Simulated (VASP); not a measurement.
# Rb2AlTlH6: single point with LDA

The system is Rb2AlTlH6.

```
CELL_PARAMETERS angstrom
8.96714 4.48357 4.48357
4.48357 8.96714 4.48357
4.48357 4.48357 8.96714
ATOMIC_POSITIONS crystal
Rb 0.21926 0.11160 0.01516
Rb 0.40943 0.35916 0.32501
Rb 0.60406 0.62665 0.64672
Rb 0.81336 0.88192 0.93904
Al 0.20199 0.18854 0.35325
Al 0.88754 0.76514 0.61742
Tl 0.98295 0.98360 0.03177
Tl 0.46995 0.58685 0.44451
H 0.49360 0.12806 0.16163
H 0.29977 0.88923 0.47324
H 0.07723 0.60351 0.18770
H 0.05766 0.13902 0.64028
H 0.45369 0.39610 0.75700
H 0.99216 0.39627 0.26133
H 0.03124 0.58153 0.79498
H 0.95936 0.49973 0.71686
H 0.78730 0.07307 0.51557
H 0.57911 0.82498 0.82362
H 0.97252 0.86582 0.34050
H 0.32322 0.93434 0.78377
```

| Property | Result |
| --- | --- |
| Program | VASP 6.6.1 |
| Task | single point |
| Functional | LDA |
| Potentials or basis | VASP PAW LDA potentials, release 64 (Rb_sv, Al, Tl_d, H) |
| Cutoff | 520 eV |
| k mesh | 2 × 2 × 2 |
| Occupations | fermi-dirac, width 0.16 eV |
| Spin | no spin polarisation |
| Dipole correction | no |
| Further INCAR settings | LREAL = Auto; ALGO = Normal; EDIFF = 1e-06; NBANDS = 56 |

- Pressure: -1.5 GPa
- Largest force: 2.128 eV/Å
- Band gap on the k mesh: 1.11 eV (least direct gap 1.43 eV)

Forces in eV/Å, atoms in the order of the input:
```
Rb  -0.108  0.245 -0.067
Rb   0.003  0.154  0.222
Rb   0.126 -0.283 -0.093
Rb   0.353 -0.023 -0.466
Al  -0.503  0.435  0.146
Al  -0.639  0.938  1.800
Tl  -0.207 -0.217 -0.288
Tl  -0.385 -0.541  0.436
H    0.001  0.625  0.291
H   -0.324 -0.155 -0.102
H    0.323  0.208  0.050
H    0.146  0.132 -0.589
H    0.023 -0.058 -0.046
H    0.164 -0.491  0.225
H   -0.147  0.594 -0.864
H    0.270 -1.083 -0.141
H    0.247 -0.371  0.011
H    0.615 -0.105 -0.259
H    0.216 -0.051 -0.571
H   -0.174  0.046  0.304
```

Stress tensor (GPa, compression positive):
```
-1.78  0.76 -0.09
 0.76 -0.95  0.42
-0.09  0.42 -1.76
```

Levels at points of the mesh, in eV from the valence-band top:
```tsv
k point	band 37	band 38	band 39	band 40	band 41	band 42	band 43	band 44
(0.00, 0.00, 0.00)	-1.73	-1.30	-1.07	-0.60	1.35	1.71	2.16	2.20
(0.50, 0.00, 0.00)	-1.76	-1.37	-1.07	-0.44	1.66	2.17	2.63	2.75
(0.00, 0.50, 0.00)	-1.58	-1.49	-0.65	-0.36	1.60	2.07	2.24	2.47
(0.00, 0.00, 0.50)	-1.51	-1.40	-1.04	-0.38	1.48	1.92	2.62	2.65
(0.50, 0.50, 0.00)	-1.66	-1.43	-1.42	-0.13	1.58	1.98	2.13	2.72
(0.50, 0.00, 0.50)	-1.90	-1.52	-0.82	0.00	1.43	1.60	2.01	2.74
(0.00, 0.50, 0.50)	-1.93	-1.42	-1.02	-0.42	1.62	1.97	2.46	2.64
(0.50, 0.50, 0.50)	-1.76	-1.25	-1.03	-0.61	1.11	1.53	2.32	2.74
```

It took 14 min on 1 thread of AMD EPYC 9R45 96-Core Processor (Zen 5), with other jobs on the host, peak memory 0.79 GiB.

Caveat: the k points lie up to 0.58 Å⁻¹ apart; the atoms stand as in a frame of molecular dynamics; spin-orbit coupling is left out, which moves the levels of the heavy elements; forces of over 1 eV/Å act on the atoms, so gaps and moduli don't describe the material at rest. A k mesh can miss the band edges.
